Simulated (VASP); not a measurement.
# ZrNb2N3 (P3m1) in VASP: relaxation of cell and atoms with PBE

Aim: the relaxation of cell and atoms of ZrNb2N3 with PBE.

Everything below comes from runs of VASP 6.6.1. Logs are shortened: lines on timing, memory, paths and dates and some standing lists are left out, and cuts for length are marked.

### 1 The cell of the first run

The structure is trigonal, space group P3m1 (No. 156). The conventional cell has a = 3.945 Å, b = 3.945 Å, c = 5.832 Å, α = 90.00°, β = 90.00°, γ = 120.00°. Zr (site symmetry 3m) has 6 N at 2.41 Å and 3 Nb at 2.43 Å within 3.2 Å. Within 2.4 Å of Nb (site symmetry 3m) lie 3 N at 1.82 Å and 1 Nb at 2.32 Å. Nb (site symmetry 3m) has 1 Nb at 2.32 Å and 3 Zr at 2.43 Å and 3 N at 2.57 Å within 3.1 Å. Within 2.3 Å of N (site symmetry m) lie 4 N at 1.71 to 2.24 Å and 1 Nb at 1.82 Å.

The cell was generated, and may not be a known phase.

### 2 Relaxation of cell and atoms, PBE

The input, INCAR:

```
SYSTEM = ZrNb2N3
PREC     = Accurate       ! precision mode
ENCUT    = 1330           ! plane-wave cutoff, eV
EDIFF    = 1E-7           ! SCF threshold, eV
ISMEAR   = 0              ! smearing method
SIGMA    = 0.15           ! smearing width, eV
LREAL    = .FALSE.        ! projectors in reciprocal space
LASPH    = .TRUE.         ! aspherical terms in the spheres
NELM     = 120            ! most SCF steps
ALGO     = Normal         ! electronic algorithm
ISIF     = 3              ! what is computed and relaxed
LWAVE    = .FALSE.        ! write WAVECAR
LCHARG   = .FALSE.        ! write CHGCAR
GGA      = PE             ! functional
IBRION   = 2              ! ionic algorithm
NSW      = 36             ! ionic steps
EDIFFG   = -0.08          ! ionic threshold
GGA_COMPAT= .FALSE.      
NELMIN   = 4
```

The input, KPOINTS:

```
Automatic mesh
0
G
  4 4 2
  0 0 0
```

The input, POSCAR:

```
ZrNb2N3
1.0
    3.9449913500      0.0000000000      0.0000000000
   -1.9724956700      3.4164627300      0.0000000000
    0.0000000000      0.0000000000      5.8321174000
Zr Nb N
1 2 3
Direct
    0.0000000000      0.0000000000      0.7886582900
    0.3333333300      0.6666666700      0.2440783900
    0.3333333300      0.6666666700      0.6419498500
    0.5222506300      0.4777493700      0.0231671700
    0.5222506300      0.0445012700      0.0231671700
    0.9554987300      0.4777493700      0.0231671700
```

Potentials or basis: VASP PAW PBE potentials, release 64 (Zr_sv, Nb_sv, N_h).

Started as:

```bash
$ cat potpaw_PBE.64/Zr_sv/POTCAR potpaw_PBE.64/Nb_sv/POTCAR potpaw_PBE.64/N_h/POTCAR > POTCAR
$ mpirun -np 1 vasp_std > vasp.out
```

OUTCAR:

```text
SYSTEM = ZrNb2N3
   PREC = Accurate
   ENCUT = 1330
   EDIFF = 1E-7
   ISMEAR = 0
   LREAL = .FALSE.
   LASPH = .TRUE.
   NELM = 120
   ISIF = 3
   GGA = PE
   IBRION = 2
   NSW = 36
   EDIFFG = -0.08
   NELMIN = 4

 ion  position               nearest neighbor table
   1  0.000  0.000  0.789-   5 2.41   6 2.41   4 2.41   4 2.41   5 2.41   6 2.41   3 2.43   3 2.43
                             3 2.43
   2  0.333  0.667  0.244-   4 1.82   6 1.82   5 1.82   3 2.32
   3  0.333  0.667  0.642-   2 2.32   1 2.43   1 2.43   1 2.43
   4  0.522  0.478  0.023-   2 1.82   1 2.41   1 2.41
   5  0.522  0.045  0.023-   2 1.82   1 2.41   1 2.41
   6  0.955  0.478  0.023-   2 1.82   1 2.41   1 2.41

  LATTYP: Found a hexagonal cell.
 ALAT       =     3.9449913500
 C/A-ratio  =     1.4783599969

  Lattice vectors:

 A1 = (   3.9449913500,   0.0000000000,   0.0000000000)
 A2 = (  -1.9724956700,   3.4164627300,   0.0000000000)
 A3 = (   0.0000000000,   0.0000000000,   5.8321174000)

Analysis of symmetry for initial positions (statically):
=====================================================================
 Subroutine PRICEL returns:
 Original cell was already a primitive cell.

 Routine SETGRP: Setting up the symmetry group for a
 hexagonal supercell.

 Subroutine GETGRP returns: Found  6 space group operations
 (whereof  6 operations were pure point group operations)
 out of a pool of 24 trial point group operations.

The static configuration has the point symmetry C_3v.

Analysis of symmetry for dynamics (positions and initial velocities):
=====================================================================
 Subroutine PRICEL returns:
 Original cell was already a primitive cell.

 Routine SETGRP: Setting up the symmetry group for a
 hexagonal supercell.

 Subroutine GETGRP returns: Found  6 space group operations
 (whereof  6 operations were pure point group operations)
 out of a pool of 24 trial point group operations.

The dynamic configuration has the point symmetry C_3v.

 Subroutine INISYM returns: Found  6 space group operations
 (whereof  6 operations are pure point group operations),
 and found     1 'primitive' translations

----------------------------------------------------------------------------------------

                                     Primitive cell

  volume of cell :      78.6048

  direct lattice vectors                    reciprocal lattice vectors
     3.944991350  0.000000000  0.000000000     0.253485980  0.146350199  0.000000000
    -1.972495670  3.416462730  0.000000000     0.000000000  0.292700398  0.000000000
     0.000000000  0.000000000  5.832117400     0.000000000  0.000000000  0.171464312

  length of vectors
     3.944991350  3.944991350  5.832117400     0.292700398  0.292700398  0.171464312

  position of ions in fractional coordinates (direct lattice)
[... 57 lines left out ...]
   ions per type =               1   2   3
   NGX,Y,Z   is equivalent  to a cutoff of  20.23, 20.23, 19.95 a.u.
   NGXF,Y,Z  is equivalent  to a cutoff of  40.46, 40.46, 39.91 a.u.
 SYSTEM =  ZrNb2N3
   PREC   = accura    normal or accurate (medium, high low for compatibility)
   ISTART =      0    job   : 0-new  1-cont  2-samecut
   ICHARG =      2    charge: 1-file 2-atom 10-const
   ISPIN  =      1    spin polarized calculation?
   LNONCOLLINEAR =      F non collinear calculations
   LSORBIT =      F    spin-orbit coupling
   LASPH  =      T    aspherical Exc in radial PAW
   ENCUT  = 1330.0 eV  97.75 Ry    9.89 a.u.  11.73 11.73 17.34*2*pi/ulx,y,z
   NELM   =    120;   NELMIN=  4; NELMDL= -5     # of ELM steps
   EDIFF  = 0.1E-06   stopping-criterion for ELM
   LREAL  =      F    real-space projection
   EDIFFG = -.8E-01   stopping-criterion for IOM
   NSW    =     36    number of steps for IOM
   IBRION =      2    ionic relax: 0-MD 1-quasi-New 2-CG
   NFREE  =      1    steps in history (QN), initial steepest desc. (CG)
   ISIF   =      3    stress and relaxation
   ISYM   =      2    0-nonsym 1-usesym 2-fastsym
   POTIM  = 0.5000    time-step for ionic-motion
   TEBEG  =    0.0;   TEEND  =   0.0 temperature during run
   PSTRESS=    0.0 pullay stress
   NELECT =      53.0000    total number of electrons
   NUPDOWN=      -1.0000    fix difference up-down
   EMIN   =  10.00;   EMAX   =-10.00  energy-range for DOS
   EFERMI =   0.00;   METHOD = LEGACY
   ISMEAR =     0;   SIGMA  =   0.15  broadening in eV -4-tet -1-fermi 0-gaus
   EFERMI_NEDOS =   21; number of points for ismear=-14 and -15
   IALGO  =     38    algorithm
   IMIX   =      4    mixing-type and parameters
     AMIX     =   0.40;   BMIX     =  1.00
     AMIX_MAG =   1.60;   BMIX_MAG =  1.00
  volume/ion in A,a.u.               =      13.10        88.41
  Fermi-wavevector in a.u.,A,eV,Ry     =   1.435546  2.712789 28.038783  2.060792
  Thomas-Fermi vector in A             =   2.554833
   LORBIT       =      0    0 simple, 1 ext, 2 COOP (PROOUT), +10 PAW based schemes
   GGA     = PE    functional components
   LHFCALC =     F    Hartree Fock is set to
   AEXX    =    0.0000 exact exchange contribution
   IVDW    =     0    specifies the selected vdW correction
   LEPSILON=     F    determine dielectric tensor
   LRPA    =     F    only Hartree local field effects (RPA)
 conjugate gradient relaxation of ions
 non-spin polarized calculation
 Gauss-broadening in eV      SIGMA  =   0.15
  energy-cutoff  :     1330.00
  volume of cell :       78.60
 maximum number of plane-waves:      8670
 NGX is ok and might be reduce to    48
   NGX = 23   NGY = 23   NGZ = 35

--------------------------------------- Ionic step        1  -------------------------------------------

 number of electron      53.0000000 magnetization

 Free energy of the ion-electron system (eV)
  ---------------------------------------------------
  ext. energy  EPLUGINS =         0.00000000
  ---------------------------------------------------
  free energy    TOTEN  =       -42.12088068 eV

  energy without entropy =      -42.06694068  energy(sigma->0) =      -42.09391068

 E-fermi :  10.1766     XC(G=0): -11.8032

 val. band max:       10.1032946509   @ k =   0.5000  -0.0000   0.0000
 cond. band min:      10.2136350880   @ k =   0.2500   0.2500   0.0000
 fundamental gap:      0.1103404371
 Fermi energy:        10.1765608505
[... 665 lines left out ...]
     30       7.4094      0.00000
     31       9.0405      0.00000

[... ionic steps 4 to 30 ...]

--------------------------------------- Ionic step       31  -------------------------------------------

 number of electron      53.0000000 magnetization

------------------------ aborting loop because EDIFF is reached ----------------------------------------
[... 75 lines left out ...]
--------------------------------------- Ionic step       33  -------------------------------------------

 number of electron      53.0000000 magnetization

 Free energy of the ion-electron system (eV)
  ---------------------------------------------------
  ext. energy  EPLUGINS =         0.00000000
  ---------------------------------------------------
  free energy    TOTEN  =       -51.69084131 eV

  energy without entropy =      -51.62197993  energy(sigma->0) =      -51.65641062

 E-fermi :   5.1798     XC(G=0):  -9.4516

 val. band max:        5.0743117518   @ k =   0.5000  -0.0000   0.0000
 cond. band min:       5.2043026737   @ k =   0.2500   0.2500   0.0000
 fundamental gap:      0.1299909220
 Fermi energy:         5.1797759538
[... 303 lines left out ...]
  FREE ENERGIE OF THE ION-ELECTRON SYSTEM (eV)
  ---------------------------------------------------
  free  energy   TOTEN  =       -51.6908413096 eV

  energy  without entropy=      -51.6219799261  energy(sigma->0) =      -51.65641062

 reached required accuracy - stopping structural energy minimisation
```

Wall time 47 min (1 thread of Intel Xeon Platinum 8259CL at 2.50GHz (Skylake/Cascade Lake), shared host); peak memory 0.51 GiB.

What came out:

| Item | Value |
| --- | --- |
| Free energy | -51.6908 eV |
| Relaxed volume | 20.09 Å³/atom |
| Relaxed cell | a = 4.908 Å, b = 4.908 Å, c = 5.777 Å, α = 90.00°, β = 90.00°, γ = 120.00° |
| Space group after relaxing (to 0.1 Å) | P-6m2 (No. 187) |
| Pressure after relaxing | 0.1 GPa |
| Largest force after relaxing | 0.067 eV/Å |
| Band gap on the k mesh | zero (an odd number of electrons rules out a gap without spin polarisation) |

Forces in eV/Å, atoms in the order of the input:
```
Zr   0.000  0.000  0.040
Nb   0.000  0.000  0.025
Nb   0.000  0.000 -0.067
N    0.008 -0.004  0.001
N    0.000  0.009  0.001
N   -0.008 -0.004  0.001
```

Final structure:
```xyz
6
Lattice="4.9083 0.0000 0.0000 -2.4541 4.2507 0.0000 0.0000 0.0000 5.7767" Properties=species:S:1:pos:R:3 pbc="T T T"
Zr    0.0000    0.0000    5.5261
Nb    0.0000    2.8338    1.0968
Nb    0.0000    2.8338    4.1896
N     1.2304    2.1234    5.5310
N     2.4541    0.0038    5.5310
N     3.6779    2.1234    5.5310
```

Caveat: the k points lie up to 0.54 Å⁻¹ apart in the final cell, too coarse for converged energies and pressures of a metal; the volume moved by over 15 % at a fixed basis, so the end points are rough; an odd number of electrons without spin polarisation forces a metal; a magnetic or distorted state may lie lower; the relaxation stopped at a loose force limit of 0.08 eV/Å, so its end isn't a converged minimum.

The gap in the log of VASP goes by the Fermi energy; the results here count the filled bands.